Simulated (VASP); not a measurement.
# WSe2 (P6_3/mmc) in VASP: settings compared

The runs below take WSe2 through single point, with LDA, PBEsol.

Everything below comes from runs of VASP 6.6.1. Logs are shortened: lines on timing, memory, paths and dates and some standing lists are left out, and cuts for length are marked.

**Experimental background.**

From “Time-resolved XUV ARPES with tunable 24–33 eV laser pulses at 30 meV resolution”, 2019, pmc:6684652, for a bulk crystal of WSe2: band gap 1.3 eV (indirect).

The runs below are set against these values where they give the same quantity.

**1. The cell of the first run**

It takes space group P6_3/mmc (No. 194, hexagonal). Conventional cell: a = 3.250 Å, b = 3.250 Å, c = 12.823 Å, α = 90.00°, β = 90.00°, γ = 120.00°. Within 3.3 Å of W (site symmetry -6m2) lie 6 Se at 2.51 Å and 6 W at 3.25 Å. Within 3.4 Å of Se (site symmetry 3m) lie 3 W at 2.51 Å and 7 Se at 3.25 to 3.33 Å.

**2. Single point, LDA**

INCAR

```
SYSTEM = WSe2
PREC     = Accurate       ! precision mode
ENCUT    = 520            ! plane-wave cutoff, eV
EDIFF    = 1E-6           ! SCF threshold, eV
ISMEAR   = -1             ! smearing method
SIGMA    = 0.02           ! smearing width, eV
LREAL    = .False.        ! projectors in reciprocal space
LASPH    = .True.         ! aspherical terms in the spheres
NELM     = 100            ! most SCF steps
ALGO     = Normal         ! electronic algorithm
ISIF     = 2              ! what is computed and relaxed
LWAVE    = .False.        ! write WAVECAR
LCHARG   = .False.        ! write CHGCAR
GGA      = CA             ! functional
NBANDS   = 35             ! bands
```

KPOINTS

```
regular mesh
0
Gamma
  12 12 2
  0 0 0
```

POSCAR

```
WSe2
1.0
    3.2496549423      0.0000000000      0.0000000000
   -1.6248274711      2.8142837335      0.0000000000
    0.0000000000      0.0000000000     12.8230828383
W Se
2 4
Direct
    0.3333333333      0.6666666667      0.2500000000
    0.6666666667      0.3333333333      0.7500000000
    0.3333333333      0.6666666667      0.6200112924
    0.6666666667      0.3333333333      0.1200112924
    0.3333333333      0.6666666667      0.8799887076
    0.6666666667      0.3333333333      0.3799887076
```

Potentials or basis: VASP PAW LDA potentials, release 64 (W_sv, Se).

The run is started by

```bash
cat potpaw_LDA.64/W_sv/POTCAR potpaw_LDA.64/Se/POTCAR > POTCAR
mpirun -np 1 vasp_std > vasp.out
```

OUTCAR:

```text
SYSTEM = WSe2
   PREC = Accurate
   ENCUT = 520
   EDIFF = 1E-6
   ISMEAR = -1
   LREAL = .False.
   LASPH = .True.
   NELM = 100
   ISIF = 2
   GGA = CA

 ion  position               nearest neighbor table
   1  0.333  0.667  0.250-   4 2.51   6 2.51   4 2.51   6 2.51   4 2.51   6 2.51
   2  0.667  0.333  0.750-   3 2.51   5 2.51   3 2.51   5 2.51   3 2.51   5 2.51
   3  0.333  0.667  0.620-   2 2.51   2 2.51   2 2.51
   4  0.667  0.333  0.120-   1 2.51   1 2.51   1 2.51
   5  0.333  0.667  0.880-   2 2.51   2 2.51   2 2.51
   6  0.667  0.333  0.380-   1 2.51   1 2.51   1 2.51

  LATTYP: Found a hexagonal cell.
 ALAT       =     3.2496549423
 C/A-ratio  =     3.9459829016

  Lattice vectors:

 A1 = (   3.2496549423,   0.0000000000,   0.0000000000)
 A2 = (  -1.6248274711,   2.8142837335,   0.0000000000)
 A3 = (   0.0000000000,   0.0000000000,  12.8230828383)

Analysis of symmetry for initial positions (statically):
=====================================================================
 Subroutine PRICEL returns:
 Original cell was already a primitive cell.

 Routine SETGRP: Setting up the symmetry group for a
 hexagonal supercell.

 Subroutine GETGRP returns: Found 24 space group operations
 (whereof 12 operations were pure point group operations)
 out of a pool of 24 trial point group operations.

The static configuration has the point symmetry D_3d.
 The point group associated with its full space group is D_6h.

Analysis of symmetry for dynamics (positions and initial velocities):
=====================================================================
 Subroutine PRICEL returns:
 Original cell was already a primitive cell.

 Routine SETGRP: Setting up the symmetry group for a
 hexagonal supercell.

 Subroutine GETGRP returns: Found 24 space group operations
 (whereof 12 operations were pure point group operations)
 out of a pool of 24 trial point group operations.

The dynamic configuration has the point symmetry D_3d.
 The point group associated with its full space group is D_6h.

 Subroutine INISYM returns: Found 24 space group operations
 (whereof 12 operations are pure point group operations),
 and found     1 'primitive' translations

----------------------------------------------------------------------------------------

                                     Primitive cell

  volume of cell :     117.2729

  direct lattice vectors                    reciprocal lattice vectors
     3.249654942  0.000000000  0.000000000     0.307724979  0.177665100  0.000000000
    -1.624827471  2.814283733  0.000000000     0.000000000  0.355330199  0.000000000
     0.000000000  0.000000000 12.823082838     0.000000000  0.000000000  0.077984367

  length of vectors
     3.249654942  3.249654942 12.823082838     0.355330199  0.355330199  0.077984367

  position of ions in fractional coordinates (direct lattice)
     0.333333333  0.666666667  0.250000000
     0.666666667  0.333333333  0.750000000
     0.333333333  0.666666667  0.620011292
     0.666666667  0.333333333  0.120011292
     0.333333333  0.666666667  0.879988708
     0.666666667  0.333333333  0.379988708

  ion indices of the primitive-cell ions
   primitive index   ion index
                 1           1
                 2           2
                 3           3
                 4           4
                 5           5
                 6           6

----------------------------------------------------------------------------------------

 KPOINTS: regular mesh

Automatic generation of k-mesh.
 Grid dimensions read from file:
 generate k-points for:   12   12    2

 Generating k-lattice:

  Cartesian coordinates                     Fractional coordinates (reciprocal lattice)
     0.025643748  0.014805425  0.000000000     0.083333333 -0.000000000  0.000000000
     0.000000000  0.029610850  0.000000000     0.000000000  0.083333333  0.000000000
     0.000000000  0.000000000  0.038992184     0.000000000  0.000000000  0.500000000

  Length of vectors
     0.029610850  0.029610850  0.038992184

  Shift w.r.t. Gamma in fractional coordinates (k-lattice)
     0.000000000  0.000000000  0.000000000

 Subroutine IBZKPT returns following result:
 ===========================================

 Found     38 irreducible k-points:

 Following reciprocal coordinates:
            Coordinates               Weight
  0.000000  0.000000  0.000000      1.000000
  0.083333  0.000000  0.000000      6.000000
  0.166667  0.000000  0.000000      6.000000
  0.250000 -0.000000  0.000000      6.000000
  0.333333 -0.000000  0.000000      6.000000
  0.416667  0.000000  0.000000      6.000000
[... 16 lines left out ...]
  0.250000 -0.000000  0.500000      6.000000
  0.333333 -0.000000  0.500000      6.000000
 [... further k-points ...]
   k-points           NKPTS =     38   k-points in BZ     NKDIM =     38   number of bands    NBANDS=     35
   number of dos      NEDOS =    301   number of ions     NIONS =      6
   total plane-waves  NPLWV =  55296
   dimension x,y,z NGX =    24 NGY =   24 NGZ =   96
   dimension x,y,z NGXF=    48 NGYF=   48 NGZF=  192
   ions per type =               2   4
   NGX,Y,Z   is equivalent  to a cutoff of  12.28, 12.28, 12.45 a.u.
   NGXF,Y,Z  is equivalent  to a cutoff of  24.56, 24.56, 24.89 a.u.
 SYSTEM =  WSe2
   PREC   = accura    normal or accurate (medium, high low for compatibility)
   ISTART =      0    job   : 0-new  1-cont  2-samecut
   ICHARG =      2    charge: 1-file 2-atom 10-const
   ISPIN  =      1    spin polarized calculation?
   LNONCOLLINEAR =      F non collinear calculations
   LSORBIT =      F    spin-orbit coupling
   LASPH  =      T    aspherical Exc in radial PAW
   ENCUT  =  520.0 eV  38.22 Ry    6.18 a.u.   6.04  6.04 23.84*2*pi/ulx,y,z
   NELM   =    100;   NELMIN=  2; NELMDL= -5     # of ELM steps
   EDIFF  = 0.1E-05   stopping-criterion for ELM
   LREAL  =      F    real-space projection
   EDIFFG = 0.1E-04   stopping-criterion for IOM
   NSW    =      0    number of steps for IOM
   IBRION =     -1    ionic relax: 0-MD 1-quasi-New 2-CG
   NFREE  =      0    steps in history (QN), initial steepest desc. (CG)
   ISIF   =      2    stress and relaxation
   ISYM   =      2    0-nonsym 1-usesym 2-fastsym
   POTIM  = 0.5000    time-step for ionic-motion
   TEBEG  =    0.0;   TEEND  =   0.0 temperature during run
   PSTRESS=    0.0 pullay stress
   NELECT =      52.0000    total number of electrons
   NUPDOWN=      -1.0000    fix difference up-down
   EMIN   =  10.00;   EMAX   =-10.00  energy-range for DOS
   EFERMI =   0.00;   METHOD = LEGACY
   ISMEAR =    -1;   SIGMA  =   0.02  broadening in eV -4-tet -1-fermi 0-gaus
   EFERMI_NEDOS =   21; number of points for ismear=-14 and -15
   IALGO  =     38    algorithm
   IMIX   =      4    mixing-type and parameters
     AMIX     =   0.40;   BMIX     =  1.00
     AMIX_MAG =   1.60;   BMIX_MAG =  1.00
  volume/ion in A,a.u.               =      19.55       131.90
  Fermi-wavevector in a.u.,A,eV,Ry     =   1.248370  2.359078 21.203705  1.558428
  Thomas-Fermi vector in A             =   2.382460
   LORBIT       =      0    0 simple, 1 ext, 2 COOP (PROOUT), +10 PAW based schemes
   GGA     = CA    functional components
   LHFCALC =     F    Hartree Fock is set to
   AEXX    =    0.0000 exact exchange contribution
   IVDW    =     0    specifies the selected vdW correction
   LEPSILON=     F    determine dielectric tensor
   LRPA    =     F    only Hartree local field effects (RPA)
 non-spin polarized calculation
  energy-cutoff  :      520.00
  volume of cell :      117.27
 maximum number of plane-waves:      3200
   NGX = 13   NGY = 13   NGZ = 47

 number of electron      51.9999989 magnetization

 Free energy of the ion-electron system (eV)
  ---------------------------------------------------
  ext. energy  EPLUGINS =         0.00000000
  ---------------------------------------------------
  free energy    TOTEN  =       -48.49110005 eV

  energy without entropy =      -48.49110005  energy(sigma->0) =      -48.49110005

 E-fermi :   7.0799     XC(G=0): -11.1940

 val. band max:        6.6671677598   @ k =   0.0000   0.0000   0.0000
 cond. band min:       7.5434717446   @ k =   0.1667   0.1667   0.0000
 fundamental gap:      0.8763039849
 Fermi energy:         7.0799190879

 k-point     1 :       0.0000    0.0000    0.0000
  band No.  band energies     occupation
      1     -67.1682      2.00000
      2     -67.1682      2.00000
      3     -31.7162      2.00000
      4     -31.7161      2.00000
      5     -31.5418      2.00000
      6     -31.5418      2.00000
[... 27 lines left out ...]
     34       9.7374      0.00000
     35      11.3203      0.00000

 k-point     2 :       0.0833    0.0000    0.0000
  band No.  band energies     occupation
      1     -67.1673      2.00000
      2     -67.1673      2.00000
      3     -31.7125      2.00000
      4     -31.7125      2.00000
      5     -31.5606      2.00000
      6     -31.5605      2.00000
[... 27 lines left out ...]
     34       9.6656      0.00000
     35      11.9660      0.00000

 k-point     3 :       0.1667    0.0000    0.0000
  band No.  band energies     occupation
      1     -67.1650      2.00000
      2     -67.1650      2.00000
      3     -31.7026      2.00000
      4     -31.7026      2.00000
      5     -31.6114      2.00000
      6     -31.6114      2.00000
[... 27 lines left out ...]
     34      10.1424      0.00000
     35      12.8993      0.00000

 k-point     4 :       0.2500   -0.0000    0.0000
  band No.  band energies     occupation
      1     -67.1617      2.00000
      2     -67.1617      2.00000
      3     -31.6890      2.00000
      4     -31.6890      2.00000
      5     -31.6801      2.00000
      6     -31.6801      2.00000
[... 27 lines left out ...]
     34      10.6229      0.00000
     35      13.1364      0.00000

 k-point     5 :       0.3333   -0.0000    0.0000
  band No.  band energies     occupation
      1     -67.1585      2.00000
      2     -67.1585      2.00000
      3     -31.7480      2.00000
      4     -31.7480      2.00000
      5     -31.6755      2.00000
      6     -31.6754      2.00000
[... 638 lines left out ...]
 k-point    22 :       0.1667    0.0000    0.5000
  band No.  band energies     occupation
      1     -67.1650      2.00000
      2     -67.1650      2.00000
      3     -31.7026      2.00000
      4     -31.7026      2.00000
      5     -31.6114      2.00000
      6     -31.6114      2.00000
[... 27 lines left out ...]
     34      10.0502      0.00000
     35      13.1957      0.00000

 k-point    23 :       0.2500   -0.0000    0.5000
  band No.  band energies     occupation
      1     -67.1617      2.00000
      2     -67.1617      2.00000
      3     -31.6890      2.00000
      4     -31.6890      2.00000
      5     -31.6801      2.00000
      6     -31.6801      2.00000
[... 27 lines left out ...]
     34      10.4537      0.00000
     35      13.0939      0.00000

 k-point    24 :       0.3333   -0.0000    0.5000
  band No.  band energies     occupation
      1     -67.1585      2.00000
      2     -67.1585      2.00000
      3     -31.7480      2.00000
      4     -31.7480      2.00000
      5     -31.6754      2.00000
      6     -31.6754      2.00000
[... 27 lines left out ...]
     34      10.7202      0.00000
     35      12.2843      0.00000

 [... further k-points ...]

------------------------ aborting loop because EDIFF is reached ----------------------------------------

  FORCE on cell =-STRESS in cart. coord.  units (eV):
  Direction    XX          YY          ZZ          XY          YZ          ZX
  --------------------------------------------------------------------------------------
  -------------------------------------------------------------------------------------
  Total        0.5344383      0.5344383      0.6737734      0.0000000     -0.0000000     -0.0000000
  in kB        7.3014741      7.3014741      9.2050647      0.0000000     -0.0000000     -0.0000000
  external PRESSURE =       7.9360043 kB  Pullay stress =       0.0000000 kB

 VOLUME and BASIS-vectors are now :
 -----------------------------------------------------------------------------
  energy-cutoff  :      520.00
  volume of cell :      117.27
      direct lattice vectors                 reciprocal lattice vectors
     3.249654942  0.000000000  0.000000000     0.307724979  0.177665100  0.000000000
    -1.624827471  2.814283733  0.000000000     0.000000000  0.355330199  0.000000000
     0.000000000  0.000000000 12.823082838     0.000000000  0.000000000  0.077984367

 POSITION                                       TOTAL-FORCE (eV/Angst)
 -----------------------------------------------------------------------------------
     -0.00000      1.87619      3.20577         0.000000     -0.000000     -0.000000
      1.62483      0.93809      9.61731        -0.000000      0.000000     -0.000000
     -0.00000      1.87619      7.95046        -0.000000     -0.000000     -0.102670
      1.62483      0.93809      1.53891         0.000000     -0.000000     -0.102670
     -0.00000      1.87619     11.28417        -0.000000      0.000000      0.102670
      1.62483      0.93809      4.87263         0.000000      0.000000      0.102670
 -----------------------------------------------------------------------------------
    total drift:                               -0.000000      0.000000     -0.000000

  FREE ENERGIE OF THE ION-ELECTRON SYSTEM (eV)
  ---------------------------------------------------
  free  energy   TOTEN  =       -48.4911000534 eV

  energy  without entropy=      -48.4911000534  energy(sigma->0) =      -48.49110005
```

It took 2.7 min on 1 thread of Intel Xeon 8259CL, shared host; peak memory 0.27 GiB.

What came out:

| Quantity | Value |
| --- | --- |
| Free energy | -48.4911 eV |
| Pressure | 0.8 GPa |
| Largest force | 0.103 eV/Å |
| Band gap on the k mesh | 0.88 eV (least direct gap 1.62 eV) |

Forces on the atoms (eV/Å):
```
W    0.000  0.000  0.000
W    0.000  0.000  0.000
Se   0.000  0.000 -0.103
Se   0.000  0.000 -0.103
Se   0.000  0.000  0.103
Se   0.000  0.000  0.103
```

Caveat: spin-orbit coupling is left out, which moves the levels of the heavy elements.

(Continued in part 2 of 2.)
